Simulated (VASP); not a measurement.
# SnSe (Fm-3m) in VASP: notebook, part 2 of 3

VASP 6.6.1.

## Step 3: Single point, PBE (volume scaled by 0.980)

Input file INCAR:

```
  PREC = Accurate
  ENCUT = 520
  EDIFF = 1E-6
  ISMEAR = 0
  SIGMA = 0.05
  LREAL = False
  LASPH = True
  NELM = 100
  ALGO = Normal
  ISIF = 2
  LWAVE = False
  LCHARG = False
  GGA = PE
  NBANDS = 17
```

Input file KPOINTS:

```
regular mesh
0
Gamma
  10 10 10
```

Input file POSCAR:

```
SnSe
1.0
    0.0000000000      3.0101951943      3.0101951943
    3.0101951943      0.0000000000      3.0101951943
    3.0101951943      3.0101951943      0.0000000000
Sn Se
1 1
Direct
    0.0000000000      0.0000000000      0.0000000000
    0.5000000000      0.5000000000      0.5000000000
```

Potentials or basis: VASP PAW PBE potentials, release 64 (Sn_d, Se).

Command:

```bash
> cat potpaw_PBE.64/Sn_d/POTCAR potpaw_PBE.64/Se/POTCAR > POTCAR
> mpirun -np 1 vasp_std > vasp.out
```

OUTCAR:

```text
PREC = Accurate
   ENCUT = 520
   EDIFF = 1E-6
   ISMEAR = 0
   LREAL = False
   LASPH = True
   NELM = 100
   ISIF = 2
   GGA = PE

 ion  position               nearest neighbor table
   1  0.000  0.000  0.000-   2 3.01   2 3.01   2 3.01   2 3.01   2 3.01   2 3.01
   2  0.500  0.500  0.500-   1 3.01   1 3.01   1 3.01   1 3.01   1 3.01   1 3.01

  LATTYP: Found a face centered cubic cell.
 ALAT       =     6.0203903886

  Lattice vectors:

 A1 = (   0.0000000000,   3.0101951943,   3.0101951943)
 A2 = (   3.0101951943,   0.0000000000,   3.0101951943)
 A3 = (   3.0101951943,   3.0101951943,   0.0000000000)

Analysis of symmetry for initial positions (statically):
=====================================================================
 Subroutine PRICEL returns:
 Original cell was already a primitive cell.

 Routine SETGRP: Setting up the symmetry group for a
 face centered cubic supercell.

 Subroutine GETGRP returns: Found 48 space group operations
 (whereof 48 operations were pure point group operations)
 out of a pool of 48 trial point group operations.

The static configuration has the point symmetry O_h .

Analysis of symmetry for dynamics (positions and initial velocities):
=====================================================================
 Subroutine PRICEL returns:
 Original cell was already a primitive cell.

 Routine SETGRP: Setting up the symmetry group for a
 face centered cubic supercell.

 Subroutine GETGRP returns: Found 48 space group operations
 (whereof 48 operations were pure point group operations)
 out of a pool of 48 trial point group operations.

The dynamic configuration has the point symmetry O_h .

 Subroutine INISYM returns: Found 48 space group operations
 (whereof 48 operations are pure point group operations),
 and found     1 'primitive' translations

----------------------------------------------------------------------------------------

                                     Primitive cell

  volume of cell :      54.5524

  direct lattice vectors                    reciprocal lattice vectors
     0.000000000  3.010195194  3.010195194    -0.166102185  0.166102185  0.166102185
     3.010195194  0.000000000  3.010195194     0.166102185 -0.166102185  0.166102185
     3.010195194  3.010195194  0.000000000     0.166102185  0.166102185 -0.166102185

  length of vectors
     4.257058869  4.257058869  4.257058869     0.287697424  0.287697424  0.287697424

  position of ions in fractional coordinates (direct lattice)
     0.000000000  0.000000000  0.000000000
     0.500000000  0.500000000  0.500000000

  ion indices of the primitive-cell ions
   primitive index   ion index
                 1           1
                 2           2

----------------------------------------------------------------------------------------

 KPOINTS: regular mesh

Automatic generation of k-mesh.
 Grid dimensions read from file:
 generate k-points for:   10   10   10

 Generating k-lattice:

  Cartesian coordinates                     Fractional coordinates (reciprocal lattice)
    -0.016610219  0.016610219  0.016610219     0.100000000  0.000000000  0.000000000
     0.016610219 -0.016610219  0.016610219     0.000000000  0.100000000  0.000000000
     0.016610219  0.016610219 -0.016610219     0.000000000  0.000000000  0.100000000

  Length of vectors
     0.028769742  0.028769742  0.028769742

  Shift w.r.t. Gamma in fractional coordinates (k-lattice)
     0.000000000  0.000000000  0.000000000

 Subroutine IBZKPT returns following result:
 ===========================================

 Found     47 irreducible k-points:

 Following reciprocal coordinates:
            Coordinates               Weight
  0.000000  0.000000  0.000000      1.000000
  0.100000  0.000000  0.000000      8.000000
  0.200000  0.000000  0.000000      8.000000
  0.300000  0.000000  0.000000      8.000000
  0.400000  0.000000  0.000000      8.000000
  0.500000  0.000000  0.000000      4.000000
[... 16 lines left out ...]
  0.300000  0.300000  0.000000      6.000000
  0.400000  0.300000  0.000000     24.000000
 [... further k-points ...]
   k-points           NKPTS =     47   k-points in BZ     NKDIM =     47   number of bands    NBANDS=     17
   number of dos      NEDOS =    301   number of ions     NIONS =      2
   total plane-waves  NPLWV =  32768
   dimension x,y,z NGX =    32 NGY =   32 NGZ =   32
   dimension x,y,z NGXF=    64 NGYF=   64 NGZF=   64
   ions per type =               1   1
   NGX,Y,Z   is equivalent  to a cutoff of  12.50, 12.50, 12.50 a.u.
   NGXF,Y,Z  is equivalent  to a cutoff of  24.99, 24.99, 24.99 a.u.
 SYSTEM =  unknown system
   PREC   = accura    normal or accurate (medium, high low for compatibility)
   ISTART =      0    job   : 0-new  1-cont  2-samecut
   ICHARG =      2    charge: 1-file 2-atom 10-const
   ISPIN  =      1    spin polarized calculation?
   LNONCOLLINEAR =      F non collinear calculations
   LSORBIT =      F    spin-orbit coupling
   LASPH  =      T    aspherical Exc in radial PAW
   ENCUT  =  520.0 eV  38.22 Ry    6.18 a.u.   7.92  7.92  7.92*2*pi/ulx,y,z
   NELM   =    100;   NELMIN=  2; NELMDL= -5     # of ELM steps
   EDIFF  = 0.1E-05   stopping-criterion for ELM
   LREAL  =      F    real-space projection
   EDIFFG = 0.1E-04   stopping-criterion for IOM
   NSW    =      0    number of steps for IOM
   IBRION =     -1    ionic relax: 0-MD 1-quasi-New 2-CG
   NFREE  =      0    steps in history (QN), initial steepest desc. (CG)
   ISIF   =      2    stress and relaxation
   ISYM   =      2    0-nonsym 1-usesym 2-fastsym
   POTIM  = 0.5000    time-step for ionic-motion
   TEBEG  =    0.0;   TEEND  =   0.0 temperature during run
   PSTRESS=    0.0 pullay stress
   NELECT =      20.0000    total number of electrons
   NUPDOWN=      -1.0000    fix difference up-down
   EMIN   =  10.00;   EMAX   =-10.00  energy-range for DOS
   EFERMI =   0.00;   METHOD = LEGACY
   ISMEAR =     0;   SIGMA  =   0.05  broadening in eV -4-tet -1-fermi 0-gaus
   EFERMI_NEDOS =   21; number of points for ismear=-14 and -15
   IALGO  =     38    algorithm
   IMIX   =      4    mixing-type and parameters
     AMIX     =   0.40;   BMIX     =  1.00
     AMIX_MAG =   1.60;   BMIX_MAG =  1.00
  volume/ion in A,a.u.               =      27.28       184.07
  Fermi-wavevector in a.u.,A,eV,Ry     =   1.171692  2.214177 18.678927  1.372862
  Thomas-Fermi vector in A             =   2.308132
   LORBIT       =      0    0 simple, 1 ext, 2 COOP (PROOUT), +10 PAW based schemes
   GGA     = PE    functional components
   LHFCALC =     F    Hartree Fock is set to
   AEXX    =    0.0000 exact exchange contribution
   IVDW    =     0    specifies the selected vdW correction
   LEPSILON=     F    determine dielectric tensor
   LRPA    =     F    only Hartree local field effects (RPA)
 non-spin polarized calculation
 Gauss-broadening in eV      SIGMA  =   0.05
  energy-cutoff  :      520.00
  volume of cell :       54.55
 maximum number of plane-waves:      1479
   NGX = 15   NGY = 15   NGZ = 15

 number of electron      20.0000005 magnetization

 Free energy of the ion-electron system (eV)
  ---------------------------------------------------
  ext. energy  EPLUGINS =         0.00000000
  ---------------------------------------------------
  free energy    TOTEN  =        -8.21324712 eV

  energy without entropy =       -8.21324712  energy(sigma->0) =       -8.21324712

 E-fermi :   5.8181     XC(G=0):  -9.5964

 val. band max:        5.5845112666   @ k =   0.5000   0.0000   0.0000
 cond. band min:       6.0874131592   @ k =  -0.4000   0.1000   0.0000
 fundamental gap:      0.5029018926
 Fermi energy:         5.8180608364

 k-point     1 :       0.0000    0.0000    0.0000
  band No.  band energies     occupation
      1     -16.0181      2.00000
      2     -16.0181      2.00000
      3     -16.0181      2.00000
      4     -16.0158      2.00000
      5     -16.0158      2.00000
      6      -8.2750      2.00000
[... 9 lines left out ...]
     16      11.4535      0.00000
     17      13.7428      0.00000

 k-point     2 :       0.1000    0.0000    0.0000
  band No.  band energies     occupation
      1     -16.0179      2.00000
      2     -16.0177      2.00000
      3     -16.0177      2.00000
      4     -16.0158      2.00000
      5     -16.0158      2.00000
      6      -8.2046      2.00000
[... 9 lines left out ...]
     16      11.6979      0.00000
     17      14.4343      0.00000
[... 421 lines left out ...]
 k-point    24 :       0.4000    0.3000    0.0000
  band No.  band energies     occupation
      1     -16.0355      2.00000
      2     -16.0222      2.00000
      3     -16.0113      2.00000
      4     -16.0049      2.00000
      5     -16.0039      2.00000
      6      -7.3451      2.00000
[... 9 lines left out ...]
     16      16.2672      0.00000
     17      16.9403      0.00000

 [... further k-points ...]
[... 5 lines left out ...]
  --------------------------------------------------------------------------------------
  -------------------------------------------------------------------------------------
  Total        0.3431697      0.3431697      0.3431697     -0.0000000     -0.0000000     -0.0000000
  in kB       10.0787240     10.0787240     10.0787240     -0.0000000     -0.0000000     -0.0000000
  external PRESSURE =      10.0787240 kB  Pullay stress =       0.0000000 kB

 VOLUME and BASIS-vectors are now :
 -----------------------------------------------------------------------------
  energy-cutoff  :      520.00
  volume of cell :       54.55
      direct lattice vectors                 reciprocal lattice vectors
     0.000000000  3.010195194  3.010195194    -0.166102185  0.166102185  0.166102185
     3.010195194  0.000000000  3.010195194     0.166102185 -0.166102185  0.166102185
     3.010195194  3.010195194  0.000000000     0.166102185  0.166102185 -0.166102185

 POSITION                                       TOTAL-FORCE (eV/Angst)
 -----------------------------------------------------------------------------------
      0.00000      0.00000      0.00000         0.000000      0.000000      0.000000
      3.01020      3.01020      3.01020        -0.000000     -0.000000      0.000000
 -----------------------------------------------------------------------------------
    total drift:                                0.000000     -0.000000     -0.000000

  FREE ENERGIE OF THE ION-ELECTRON SYSTEM (eV)
  ---------------------------------------------------
  free  energy   TOTEN  =        -8.2132471215 eV

  energy  without entropy=       -8.2132471215  energy(sigma->0) =       -8.21324712
```

OSZICAR:

```text
N       E                     dE             d eps       ncg     rms          rms(c)
DAV:   1     0.133395956753E+03    0.13340E+03   -0.97778E+03  1630   0.145E+03
DAV:   2     0.444608835430E+01   -0.12895E+03   -0.12449E+03  1744   0.351E+02
DAV:   3    -0.806323250965E+01   -0.12509E+02   -0.12435E+02  1879   0.934E+01
DAV:   4    -0.838955541909E+01   -0.32632E+00   -0.32611E+00  1933   0.160E+01
DAV:   5    -0.839887449716E+01   -0.93191E-02   -0.93186E-02  2253   0.266E+00    0.306E+00
DAV:   6    -0.821219201960E+01    0.18668E+00   -0.45820E-01  2261   0.387E+00    0.181E+00
DAV:   7    -0.821109397248E+01    0.10980E-02   -0.83617E-02  1865   0.128E+00    0.910E-01
DAV:   8    -0.821339992600E+01   -0.23060E-02   -0.91475E-03  1927   0.840E-01    0.127E-01
DAV:   9    -0.821316240391E+01    0.23752E-03   -0.14675E-03  2235   0.311E-01    0.534E-02
DAV:  10    -0.821324084833E+01   -0.78444E-04   -0.18375E-04  1865   0.768E-02    0.123E-02
DAV:  11    -0.821324677847E+01   -0.59301E-05   -0.18409E-05  2141   0.374E-02    0.264E-03
DAV:  12    -0.821324712149E+01   -0.34303E-06   -0.14305E-06  1751   0.117E-02
   1 F= -.82132471E+01 E0= -.82132471E+01  d E =-.379215E-13
```

Wall time 25 s (1 thread of AMD EPYC 9R14 (Zen 4), shared host); peak memory 0.17 GiB.

Results:

```yaml
Free_energy: -8.2132 eV
Pressure: 1.0 GPa
Band_gap_on_the_k_mesh: 0.50 eV, indirect (least direct gap 0.58 eV)
```

Caveat: the cell differs from its parent crystal (volume scaled by 0.980); spin-orbit coupling is left out, which moves the levels of the heavy elements. A k mesh can miss the band edges.

## Step 4: Single point, PBE

This run uses another cell than the first one, of 27.54 Å³/atom, 1.031 times its volume.

Input file INCAR:

```
PREC = Accurate
ENCUT = 520
EDIFF = 1E-6
ISMEAR = 0
SIGMA = 0.05
LREAL = F
LASPH = T
NELM = 60
ALGO = Normal
ISIF = 2
LWAVE = F
LCHARG = T
GGA = PE
LELF = T
LVHAR = T
NBANDS = 17
```

KPOINTS is that of step 3.

Input file POSCAR:

```
SnSe
1.0
    0.0000000000      3.0200000735      3.0200000735
    3.0200000735      0.0000000000      3.0200000735
    3.0200000735      3.0200000735      0.0000000000
Sn Se
1 1
Direct
    0.0000000000      0.0000000000      0.0000000000
    0.5000000000      0.5000000000      0.5000000000
```

Command:

```bash
> cat potpaw_PBE.64/Sn_d/POTCAR potpaw_PBE.64/Se/POTCAR > POTCAR
> mpirun -np 1 vasp_std > vasp.out
```

Wall time 28 s (1 thread of AMD EPYC 9R14 (Zen 4), shared host); peak memory 0.17 GiB.

The run converged. Its results:

```yaml
Free_energy: -8.2159 eV
Pressure: 0.5 GPa
Band_gap_on_the_k_mesh: 0.50 eV, indirect (least direct gap 0.54 eV)
```

Levels at points of the mesh, in eV from the valence-band top:
```csv
k point,band 8,band 9,band 10,band 11,band 12,band 13
"(0.00, 0.00, 0.00)",-2.16,-2.16,-2.16,4.27,4.27,4.27
"(0.50, 0.00, 0.00)",-1.92,-1.92,0.00,0.54,1.25,1.25
"(0.50, 0.50, 0.00)",-5.40,-3.59,-3.59,3.06,5.29,5.29
```

Caveat: spin-orbit coupling is left out, which moves the levels of the heavy elements.

## Step 5: Single point, PBE

This run uses another cell than the first one, of 27.65 Å³/atom, 1.035 times its volume.

Input file INCAR:

```
PREC     = Accurate       # precision mode
ENCUT    = 520            # plane-wave cutoff, eV
EDIFF    = 1E-6           # SCF threshold, eV
ISMEAR   = 0              # smearing method
SIGMA    = 0.05           # smearing width, eV
LREAL    = F              # projectors in reciprocal space
LASPH    = T              # aspherical terms in the spheres
NELM     = 80             # most SCF steps
ALGO     = Normal         # electronic algorithm
ISIF     = 2              # what is computed and relaxed
LWAVE    = F              # write WAVECAR
LCHARG   = F              # write CHGCAR
GGA      = PE             # functional
NBANDS   = 17             # bands
```

KPOINTS is that of step 4.

Input file POSCAR:

```
SnSe
1.0
    0.0000000000      3.0240213833      3.0240213833
    3.0240213833      0.0000000000      3.0240213833
    3.0240213833      3.0240213833      0.0000000000
Sn Se
1 1
Direct
    0.0000000000      0.0000000000      0.0000000000
    0.5000000000      0.5000000000      0.5000000000
```

Command:

```bash
> cat potpaw_PBE.64/Sn_d/POTCAR potpaw_PBE.64/Se/POTCAR > POTCAR
> mpirun -np 1 vasp_std > vasp.out
```

Run time: 27 s. Hardware: 1 thread of AMD EPYC 9R14 (Zen 4), shared host; peak memory 0.17 GiB.

The run converged. Its results:

```
Free energy            : -8.2165 eV
Pressure               : 0.3 GPa
Band gap on the k mesh : 0.49 eV, indirect (least direct gap 0.52 eV)
```

Levels at points of the mesh, in eV from the valence-band top:
```
           k point  band 7  band 8  band 9  band 10  band 11  band 12  band 13  band 14
(0.00, 0.00, 0.00)   -5.12   -2.15   -2.15    -2.15     4.26     4.26     4.26     5.88
(0.50, 0.00, 0.00)   -7.98   -1.91   -1.91     0.00     0.52     1.25     1.25     8.21
(0.50, 0.50, 0.00)   -6.01   -5.38   -3.57    -3.57     3.07     5.26     5.26     5.88
```

Caveat: spin-orbit coupling is left out, which moves the levels of the heavy elements.

(Continued in part 3 of 3.)
